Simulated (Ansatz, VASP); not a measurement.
ZnSe in VASP and in Ansatz

```
Zn Se
1.0
     0.00000    2.83242    2.83242
     2.83242    0.00000    2.83242
     2.83242    2.83242    0.00000
Zn Se
1 1
Direct
  0.00000 0.00000 0.00000
  0.25000 0.25000 0.25000
```

Alike in both runs: task single point; functional r2SCAN; dispersion D3(BJ); k mesh 6 × 6 × 6; no spin polarisation.

```csv
,VASP,Ansatz
version,VASP 6.6.1,Ansatz 0.2.0
potentials or method,"VASP PAW PBE potentials, release 64 (Zn, Se)",plane waves
plane-wave cutoff (eV),520,500
occupations,"gaussian, width 0.01 eV",fixed
valence electrons in the cell,18,28
```

```csv
,VASP,Ansatz,Ansatz less VASP
gap on the k mesh at the Fermi level (eV),1.87,1.87,-0.004
pressure (GPa),-0.9,-1.0,-0.10
```

VASP's potentials were made for PBE, not for r2SCAN. VASP's potentials hold 18 valence electrons a cell and Ansatz's 28, so a difference there can come from the potentials and not from the codes. Ansatz's warnings: dispersion damping borrowed.
